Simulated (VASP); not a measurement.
# CuI (F-43m) in VASP: settings compared

CuI is run at these levels: RPBE, r2SCAN+D4, PBEsol; tasks: single point, relaxation of cell and atoms.

Program: VASP 6.6.1. These are calculated values, not measurements. Logs are shortened: lines on timing, memory, paths and dates and some standing lists are left out, and cuts for length are marked.

### 1 The cell of the first run

Symmetry: F-43m, No. 216, cubic system. The conventional cell has a = 6.193 Å, b = 6.193 Å, c = 6.193 Å, α = 90.00°, β = 90.00°, γ = 90.00°. Cu (site symmetry -43m) has 4 I at 2.68 Å within 3.5 Å. Within 3.5 Å of I (site symmetry -43m) lie 4 Cu at 2.68 Å.

### 2 Single point, RPBE

Input file INCAR:

```
ALGO = Normal
EDIFF = 1E-6
ENCUT = 520
GGA = RP
ISIF = 2
ISMEAR = 0
LASPH = True
LCHARG = False
LREAL = False
LWAVE = False
NBANDS = 16
NELM = 100
PREC = Accurate
SIGMA = 0.01
```

Input file KPOINTS:

```
k-points
0
Gamma
  6 6 6
```

Input file POSCAR:

```
CuI
1.0
    4.3788455152      0.0000000000      0.0000000000
    2.1894227576      3.7921914554      0.0000000000
    2.1894227576      1.2640638185      3.5753123916
Cu I
1 1
Direct
    0.2500000000      0.2500000000      0.2500000000
    0.0000000000      0.0000000000      0.0000000000
```

Potentials or basis: VASP PAW PBE potentials, release 64 (Cu, I).

Command:

```
> cat potpaw_PBE.64/Cu/POTCAR potpaw_PBE.64/I/POTCAR > POTCAR
> mpirun -np 1 vasp_std > vasp.out
```

OUTCAR:

```text
EDIFF = 1E-6
   ENCUT = 520
   GGA = RP
   ISIF = 2
   ISMEAR = 0
   LASPH = True
   LREAL = False
   NELM = 100
   PREC = Accurate

 ion  position               nearest neighbor table
   1  0.250  0.250  0.250-   2 2.68   2 2.68   2 2.68   2 2.68
   2  0.000  0.000  0.000-   1 2.68   1 2.68   1 2.68   1 2.68

  LATTYP: Found a face centered cubic cell.
 ALAT       =     6.1926227151

  Lattice vectors:

 A1 = (   4.3788455152,   0.0000000000,   0.0000000000)
 A2 = (   2.1894227576,   3.7921914554,   0.0000000000)
 A3 = (   2.1894227576,   1.2640638185,   3.5753123916)

Analysis of symmetry for initial positions (statically):
=====================================================================
 Subroutine PRICEL returns:
 Original cell was already a primitive cell.

 Routine SETGRP: Setting up the symmetry group for a
 face centered cubic supercell.

 Subroutine GETGRP returns: Found 24 space group operations
 (whereof 24 operations were pure point group operations)
 out of a pool of 48 trial point group operations.

The static configuration has the point symmetry T_d .

Analysis of symmetry for dynamics (positions and initial velocities):
=====================================================================
 Subroutine PRICEL returns:
 Original cell was already a primitive cell.

 Routine SETGRP: Setting up the symmetry group for a
 face centered cubic supercell.

 Subroutine GETGRP returns: Found 24 space group operations
 (whereof 24 operations were pure point group operations)
 out of a pool of 48 trial point group operations.

The dynamic configuration has the point symmetry T_d .

 Subroutine INISYM returns: Found 24 space group operations
 (whereof 24 operations are pure point group operations),
 and found     1 'primitive' translations

----------------------------------------------------------------------------------------

                                     Primitive cell

  volume of cell :      59.3696

  direct lattice vectors                    reciprocal lattice vectors
     4.378845515  0.000000000  0.000000000     0.228370696 -0.131849883 -0.093231946
     2.189422758  3.792191455  0.000000000     0.000000000  0.263699766 -0.093231946
     2.189422758  1.264063818  3.575312392     0.000000000  0.000000000  0.279695839

  length of vectors
     4.378845515  4.378845515  4.378845515     0.279695839  0.279695839  0.279695839

  position of ions in fractional coordinates (direct lattice)
     0.250000000  0.250000000  0.250000000
     0.000000000  0.000000000  0.000000000

  ion indices of the primitive-cell ions
   primitive index   ion index
                 1           1
                 2           2

----------------------------------------------------------------------------------------

 KPOINTS: k-points

Automatic generation of k-mesh.
 Grid dimensions read from file:
 generate k-points for:    6    6    6

 Generating k-lattice:

  Cartesian coordinates                     Fractional coordinates (reciprocal lattice)
     0.038061783 -0.021974981 -0.015538658     0.166666667  0.000000000  0.000000000
     0.000000000  0.043949961 -0.015538658     0.000000000  0.166666667 -0.000000000
     0.000000000  0.000000000  0.046615973     0.000000000  0.000000000  0.166666667

  Length of vectors
     0.046615973  0.046615973  0.046615973

  Shift w.r.t. Gamma in fractional coordinates (k-lattice)
     0.000000000  0.000000000  0.000000000

 Subroutine IBZKPT returns following result:
 ===========================================

 Found     16 irreducible k-points:

 Following reciprocal coordinates:
            Coordinates               Weight
  0.000000  0.000000  0.000000      1.000000
  0.166667  0.000000  0.000000      8.000000
  0.333333  0.000000  0.000000      8.000000
  0.500000  0.000000  0.000000      4.000000
  0.166667  0.166667  0.000000      6.000000
  0.333333  0.166667 -0.000000     24.000000
[... 8 lines left out ...]
 -0.333333  0.333333  0.166667     24.000000
 -0.333333  0.500000  0.166667     12.000000
   k-points           NKPTS =     16   k-points in BZ     NKDIM =     16   number of bands    NBANDS=     16
   number of dos      NEDOS =    301   number of ions     NIONS =      2
   total plane-waves  NPLWV =  46656
   dimension x,y,z NGX =    36 NGY =   36 NGZ =   36
   dimension x,y,z NGXF=    72 NGYF=   72 NGZF=   72
   ions per type =               1   1
   NGX,Y,Z   is equivalent  to a cutoff of  13.67, 13.67, 13.67 a.u.
   NGXF,Y,Z  is equivalent  to a cutoff of  27.34, 27.34, 27.34 a.u.
 SYSTEM =  unknown system
   PREC   = accura    normal or accurate (medium, high low for compatibility)
   ISTART =      0    job   : 0-new  1-cont  2-samecut
   ICHARG =      2    charge: 1-file 2-atom 10-const
   ISPIN  =      1    spin polarized calculation?
   LNONCOLLINEAR =      F non collinear calculations
   LSORBIT =      F    spin-orbit coupling
   LASPH  =      T    aspherical Exc in radial PAW
   ENCUT  =  520.0 eV  38.22 Ry    6.18 a.u.   8.14  8.14  8.14*2*pi/ulx,y,z
   NELM   =    100;   NELMIN=  2; NELMDL= -5     # of ELM steps
   EDIFF  = 0.1E-05   stopping-criterion for ELM
   LREAL  =      F    real-space projection
[... 7 lines left out ...]
   TEBEG  =    0.0;   TEEND  =   0.0 temperature during run
   PSTRESS=    0.0 pullay stress
   NELECT =      18.0000    total number of electrons
   NUPDOWN=      -1.0000    fix difference up-down
   EMIN   =  10.00;   EMAX   =-10.00  energy-range for DOS
   EFERMI =   0.00;   METHOD = LEGACY
   ISMEAR =     0;   SIGMA  =   0.01  broadening in eV -4-tet -1-fermi 0-gaus
   EFERMI_NEDOS =   21; number of points for ismear=-14 and -15
   IALGO  =     38    algorithm
   IMIX   =      4    mixing-type and parameters
     AMIX     =   0.40;   BMIX     =  1.00
     AMIX_MAG =   1.60;   BMIX_MAG =  1.00
  volume/ion in A,a.u.               =      29.68       200.32
  Fermi-wavevector in a.u.,A,eV,Ry     =   1.099793  2.078308 16.456861  1.209545
  Thomas-Fermi vector in A             =   2.236194
   LORBIT       =      0    0 simple, 1 ext, 2 COOP (PROOUT), +10 PAW based schemes
   GGA     = RP    functional components
   LHFCALC =     F    Hartree Fock is set to
   AEXX    =    0.0000 exact exchange contribution
   IVDW    =     0    specifies the selected vdW correction
[... 42 lines left out ...]
      2       0.0554      2.00000
      3       0.5450      2.00000
      4       0.5450      2.00000
      5       2.3376      2.00000
      6       2.3376      2.00000
[... 8 lines left out ...]
     15      12.6412      0.00000
     16      13.1769      0.00000

 k-point     3 :       0.3333    0.0000    0.0000
  band No.  band energies     occupation
      1      -9.4384      2.00000
      2      -0.8512      2.00000
      3       0.5475      2.00000
      4       0.5475      2.00000
      5       2.3477      2.00000
      6       2.3477      2.00000
[... 8 lines left out ...]
     15      13.0812      0.00000
     16      13.0812      0.00000

 k-point     4 :       0.5000    0.0000    0.0000
  band No.  band energies     occupation
      1      -9.3129      2.00000
      2      -1.2768      2.00000
      3       0.5457      2.00000
      4       0.5457      2.00000
      5       2.3707      2.00000
      6       2.3707      2.00000
[... 8 lines left out ...]
     15      14.6098      0.00000
     16      14.6098      0.00000

 k-point     5 :       0.1667    0.1667    0.0000
  band No.  band energies     occupation
      1      -9.6328      2.00000
      2       0.0061      2.00000
      3       0.5054      2.00000
      4       0.5054      2.00000
      5       2.2999      2.00000
      6       2.3644      2.00000
[... 8 lines left out ...]
     15      13.6195      0.00000
     16      13.9583      0.00000

 k-point     6 :       0.3333    0.1667   -0.0000
  band No.  band energies     occupation
      1      -9.4426      2.00000
      2      -0.6295      2.00000
      3       0.4220      2.00000
      4       0.4886      2.00000
      5       2.2872      2.00000
      6       2.3795      2.00000
[... 8 lines left out ...]
     15      13.9044      0.00000
     16      14.4794      0.00000

 k-point     7 :       0.5000    0.1667    0.0000
  band No.  band energies     occupation
      1      -9.2762      2.00000
      2      -1.1050      2.00000
      3       0.2381      2.00000
      4       0.5098      2.00000
      5       2.3157      2.00000
      6       2.3759      2.00000
[... 8 lines left out ...]
     15      14.5712      0.00000
     16      14.6482      0.00000

 k-point     8 :      -0.3333    0.1667   -0.0000
  band No.  band energies     occupation
      1      -9.3183      2.00000
      2      -0.9668      2.00000
      3       0.1794      2.00000
      4       0.5539      2.00000
      5       2.3261      2.00000
      6       2.3502      2.00000
[... 8 lines left out ...]
     15      13.7762      0.00000
     16      14.9425      0.00000

 k-point     9 :      -0.1667    0.1667   -0.0000
  band No.  band energies     occupation
      1      -9.5194      2.00000
      2      -0.4017      2.00000
      3       0.3639      2.00000
      4       0.5723      2.00000
      5       2.3080      2.00000
      6       2.3623      2.00000
[... 8 lines left out ...]
     15      13.3187      0.00000
     16      14.4976      0.00000

 k-point    10 :       0.3333    0.3333    0.0000
  band No.  band energies     occupation
      1      -9.3255      2.00000
      2      -0.8847      2.00000
      3       0.4330      2.00000
      4       0.4330      2.00000
      5       2.2453      2.00000
      6       2.4039      2.00000
[... 8 lines left out ...]
     15      14.3531      0.00000
     16      16.9142      0.00000

 k-point    11 :       0.5000    0.3333    0.0000
  band No.  band energies     occupation
      1      -9.1985      2.00000
      2      -1.0852      2.00000
      3       0.1346      2.00000
      4       0.4348      2.00000
      5       2.2782      2.00000
      6       2.3972      2.00000
[... 8 lines left out ...]
     15      14.8561      0.00000
     16      15.8068      0.00000

 k-point    12 :      -0.3333    0.3333    0.0000
  band No.  band energies     occupation
      1      -9.1955      2.00000
      2      -0.8854      2.00000
      3      -0.3037      2.00000
      4       0.4967      2.00000
      5       2.2480      2.00000
      6       2.3461      2.00000
[... 8 lines left out ...]
     15      13.1716      0.00000
     16      17.0776      0.00000

 k-point    13 :       0.5000    0.5000    0.0000
  band No.  band energies     occupation
      1      -9.1572      2.00000
      2      -1.2767      2.00000
      3       0.3958      2.00000
      4       0.3958      2.00000
      5       2.3393      2.00000
      6       2.3937      2.00000
[... 8 lines left out ...]
     15      14.9704      0.00000
     16      15.7262      0.00000

 k-point    14 :       0.5000    0.3333    0.1667
  band No.  band energies     occupation
      1      -9.2809      2.00000
      2      -0.8803      2.00000
      3       0.0759      2.00000
      4       0.4715      2.00000
      5       2.2945      2.00000
      6       2.3625      2.00000
[... 8 lines left out ...]
     15      14.7061      0.00000
     16      15.6335      0.00000

 k-point    15 :      -0.3333    0.3333    0.1667
  band No.  band energies     occupation
      1      -9.1955      2.00000
      2      -0.9333      2.00000
      3      -0.1851      2.00000
      4       0.4298      2.00000
      5       2.2707      2.00000
      6       2.3501      2.00000
[... 8 lines left out ...]
     15      14.8859      0.00000
     16      15.3940      0.00000

 k-point    16 :      -0.3333    0.5000    0.1667
  band No.  band energies     occupation
      1      -9.1552      2.00000
      2      -1.0230      2.00000
      3      -0.0645      2.00000
      4       0.3387      2.00000
      5       2.3049      2.00000
      6       2.3309      2.00000
[... 8 lines left out ...]
     15      15.1537      0.00000
     16      15.7911      0.00000

------------------------ aborting loop because EDIFF is reached ----------------------------------------

  FORCE on cell =-STRESS in cart. coord.  units (eV):
  Direction    XX          YY          ZZ          XY          YZ          ZX
  --------------------------------------------------------------------------------------
  -------------------------------------------------------------------------------------
  Total        0.0176208      0.0176208      0.0176208     -0.0000000      0.0000000      0.0000000
  in kB        0.4755241      0.4755241      0.4755241     -0.0000000      0.0000000      0.0000000
  external PRESSURE =       0.4755241 kB  Pullay stress =       0.0000000 kB

 VOLUME and BASIS-vectors are now :
 -----------------------------------------------------------------------------
  energy-cutoff  :      520.00
  volume of cell :       59.37
      direct lattice vectors                 reciprocal lattice vectors
     4.378845515  0.000000000  0.000000000     0.228370696 -0.131849883 -0.093231946
     2.189422758  3.792191455  0.000000000     0.000000000  0.263699766 -0.093231946
     2.189422758  1.264063818  3.575312392     0.000000000  0.000000000  0.279695839

 POSITION                                       TOTAL-FORCE (eV/Angst)
 -----------------------------------------------------------------------------------
      2.18942      1.26406      0.89383        -0.000000     -0.000000     -0.000000
      0.00000      0.00000      0.00000         0.000000      0.000000      0.000000
 -----------------------------------------------------------------------------------
    total drift:                                0.000001      0.000001      0.000000

  FREE ENERGIE OF THE ION-ELECTRON SYSTEM (eV)
  ---------------------------------------------------
  free  energy   TOTEN  =        -4.8616611178 eV

  energy  without entropy=       -4.8616611178  energy(sigma->0) =       -4.86166112
```

Wall time 12 s (1 thread of Intel Xeon Platinum 8559C (Emerald Rapids), shared host); peak memory 0.2 GiB.

Results:

- Free energy: -4.8617 eV
- Pressure: 0.0 GPa
- Band gap on the k mesh: 1.12 eV

Levels at points of the mesh, in eV from the valence-band top:
| k point | band 5 | band 6 | band 7 | band 8 | band 9 | band 10 | band 11 | band 12 | band 13 | band 14 |
| --- | --- | --- | --- | --- | --- | --- | --- | --- | --- | --- |
| (0.00, 0.00, 0.00) | -1.58 | -1.58 | 0.00 | 0.00 | 0.00 | 1.12 | 4.96 | 4.96 | 4.96 | 8.30 |
| (0.50, 0.00, 0.00) | -1.55 | -1.55 | -1.51 | -0.60 | -0.60 | 2.19 | 5.48 | 5.48 | 7.45 | 9.08 |
| (0.50, 0.50, 0.00) | -1.58 | -1.53 | -1.50 | -1.27 | -1.27 | 2.97 | 2.99 | 8.94 | 9.48 | 9.48 |

Caveat: the PAW data sets were made with another functional, which shifts forces and pressure a little; spin-orbit coupling is left out, which moves the levels of the heavy elements. As with any semilocal functional, this RPBE gap is likely too small.

### 3 Single point, r2SCAN+D4

This run uses another cell than the first one, of 26.90 Å³/atom.

Input file POSCAR:

```
CuI
1.0
    4.2371575881      0.0000000000      0.0000000000
    2.1185787940      3.6694861111      0.0000000000
    2.1185787940      1.2231620370      3.4596246835
Cu I
1 1
Direct
    0.2500000000      0.2500000000      0.2500000000
    0.0000000000      0.0000000000      0.0000000000
```

Input file INCAR.step1:

```
PREC = Accurate ; ENCUT = 520
ISMEAR = 0 ; SIGMA = 0.01
LREAL = False ; LASPH = True
NELM = 80 ; NBANDS = 16
GGA = PE ; ALGO = Normal
EDIFF = 1E-4 ; LWAVE = True
LCHARG = False
```

Input file INCAR.step2:

```
PREC = Accurate ; ENCUT = 520
EDIFF = 1E-7 ; ISMEAR = 0
SIGMA = 0.01 ; LREAL = False
LASPH = True ; NELM = 80
ALGO = Normal ; ISIF = 2
LWAVE = False ; LCHARG = True
METAGGA = R2SCAN ; LMIXTAU = True
IVDW = 13 ; VDW_S6 = 1.0
VDW_S8 = 0.6018749 ; VDW_A1 = 0.51559235
VDW_A2 = 5.77342911 ; LELF = True
LVHAR = True ; NBANDS = 16
ISTART = 1
```

Input file KPOINTS:

```
Automatic mesh
0
Gamma
  6 6 6
```

Potentials or basis: VASP PAW PBE potentials, release 64 (Cu, I).

Command:

```
> cat potpaw_PBE.64/Cu/POTCAR potpaw_PBE.64/I/POTCAR > POTCAR
> cp INCAR.step1 INCAR
> mpirun -np 1 vasp_std > vasp.out
> cp INCAR.step2 INCAR
> mpirun -np 1 vasp_std > vasp.out
```

Run time: 44 s. Hardware: 1 thread of Intel Xeon Platinum 8559C (Emerald Rapids), shared host; peak memory 0.19 GiB.

Results (log left out):

| Quantity | Value |
| --- | --- |
| Free energy | -36.0599 eV |
| Pressure | 0.0 GPa |
| Band gap on the k mesh | 1.72 eV |
| Dispersion energy per atom | -0.134 eV |

Levels at points of the mesh, in eV from the valence-band top:
```tsv
k point	band 6	band 7	band 8	band 9	band 10	band 11	band 12	band 13
(0.00, 0.00, 0.00)	-1.99	0.00	0.00	0.00	1.72	5.20	5.20	5.20
(0.50, 0.00, 0.00)	-1.96	-1.92	-0.77	-0.77	2.58	5.72	5.72	7.78
(0.50, 0.50, 0.00)	-1.90	-1.89	-1.63	-1.63	2.87	3.16	10.06	10.59
```

Caveat: the PAW data sets were made with another functional, which shifts forces and pressure a little; spin-orbit coupling is left out, which moves the levels of the heavy elements. r2SCAN opens gaps a little over a GGA but as a rule still falls short of measured ones.

### 4 Relaxation of cell and atoms, PBEsol

This run uses another cell than the first one, of 27.86 Å³/atom.

Input file INCAR:

```
  PREC = Accurate
  ENCUT = 600
  EDIFF = 1E-7
  ISMEAR = 0
  SIGMA = 0.01
  LREAL = False
  LASPH = True
  NELM = 100
  ALGO = Normal
  ISIF = 3
  LWAVE = False
  LCHARG = False
  GGA = PS
  IBRION = 2
  NSW = 60
  EDIFFG = -0.03
```

KPOINTS is that of step 3.

Input file POSCAR:

```
CuI
1.0
    4.2871880000      0.0000000000      0.0000000000
    2.1435940000      3.7128137188      0.0000000000
    2.1435940000      1.2376045729      3.5004743438
Cu I
1 1
Direct
    0.2500000000      0.2500000000      0.2500000000
    0.0000000000      0.0000000000      0.0000000000
```

Command:

```
> cat potpaw_PBE.64/Cu/POTCAR potpaw_PBE.64/I/POTCAR > POTCAR
> mpirun -np 1 vasp_std > vasp.out
```

Wall time 32 s (1 thread of Intel Xeon Platinum 8559C (Emerald Rapids), shared host); peak memory 0.21 GiB.

It converged, with:

| Property | Result |
| --- | --- |
| Free energy | -6.3182 eV |
| Relaxed volume | 26.27 Å³/atom |
| Relaxed cell | a = 4.204 Å, b = 4.204 Å, c = 4.204 Å, α = 60.00°, β = 60.00°, γ = 60.00° |
| Space group after relaxing (to 0.1 Å) | F-43m (No. 216) |
| Energy gained by relaxing | 13.1 meV/atom |
| Ionic steps | 3 |
| Pressure after relaxing | 0.0 GPa |
| Band gap on the k mesh | 1.19 eV |

The path:
```
step  energy change (eV)  largest force (eV/Å)  pressure (GPa)  volume (Å³)
   1              0.0000                0.0000           -2.47        55.72
   2             -0.0260                0.0000            0.21        52.33
   3             -0.0261                0.0000           -0.01        52.54
```

Final structure:
```
Cu I
1.0
     4.20416    0.00000    0.00000
     2.10208    3.64091    0.00000
     2.10208    1.21364    3.43269
Cu I
1 1
Direct
  0.25000 0.25000 0.25000
  0.00000 0.00000 0.00000
```

Levels at points of the mesh, in eV from the valence-band top:
```csv
k point,band 6,band 7,band 8,band 9,band 10,band 11,band 12,band 13
"(0.00, 0.00, 0.00)",-2.13,0.00,0.00,0.00,1.19,4.76,4.76,4.76
"(0.50, 0.00, 0.00)",-2.10,-2.05,-0.81,-0.81,2.13,5.31,5.31,7.33
"(0.50, 0.50, 0.00)",-2.06,-2.03,-1.73,-1.73,2.48,2.81,9.49,10.02
```

Caveat: the PAW data sets were made with another functional, which shifts forces and pressure a little; spin-orbit coupling is left out, which moves the levels of the heavy elements. PBEsol gaps usually lie below the measured ones, often by a third to a half.

### 5 Overview

```tsv
task	level	cell	cutoff (eV)	gap on the mesh (eV)	pressure (GPa)
single point	RPBE	a = 4.379 Å, angles 60.0°, 2 atoms	520	1.12	0.0
single point	r2SCAN+D4	a = 4.237 Å, angles 60.0°, 2 atoms	520	1.72	0.0
relaxation of cell and atoms	PBEsol	relaxed from a = 4.287 Å, angles 60.0°, 2 atoms	600	1.19	0.0
```

Alike in all rows: potentials or basis VASP PAW PBE potentials, release 64 (Cu, I); no spin polarisation; k mesh 6 × 6 × 6; smearing gaussian 0.01 eV.

Caveats: the PAW data sets were made with another functional, which shifts forces and pressure a little; spin-orbit coupling is left out, which moves the levels of the heavy elements.

Total energies depend on the potentials used, so only differences within one code and one set of settings carry meaning.
